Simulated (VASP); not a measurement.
Here is a VASP 6.6.1 calculation.

INCAR

```
ALGO = Fast
EDIFF = 1E-6
ENCUT = 520
GGA = PE
ISIF = 2
ISMEAR = 0
LASPH = True
LCHARG = True
LELF = True
LREAL = False
LVHAR = True
LWAVE = False
NBANDS = 12
NELM = 60
PREC = Accurate
SIGMA = 0.15
```

The input KPOINTS:

```
k-points
0
Gamma
  22 22 22
```

File POSCAR:

```
Au
1.0
    0.0000000000      1.8224250682      2.5769090465
    1.8224250682      0.0000000000      2.5769090465
    1.8224250682      1.8224250682      0.0000000000
Au
1
Direct
    0.0000000000      0.0000000000      0.0000000000
```

Potentials or basis: VASP PAW PBE potentials, release 64 (Au).

The run is started by

```sh
$ cat potpaw_PBE.64/Au/POTCAR > POTCAR
$ mpirun -np 1 vasp_std > vasp.out
```

What does it give for the band gap on the k mesh?

Zero (an odd number of electrons rules out a gap without spin polarisation).

Predict the pressure.

22.1 GPa.

Stress tensor (GPa, compression positive):
```
34.90  0.00  0.00
 0.00 34.90  0.00
 0.00  0.00 -3.54
```

Caveat: the stress differs along the axes, from -4 to 35 GPa; spin-orbit coupling is left out, which moves the levels of the heavy elements.
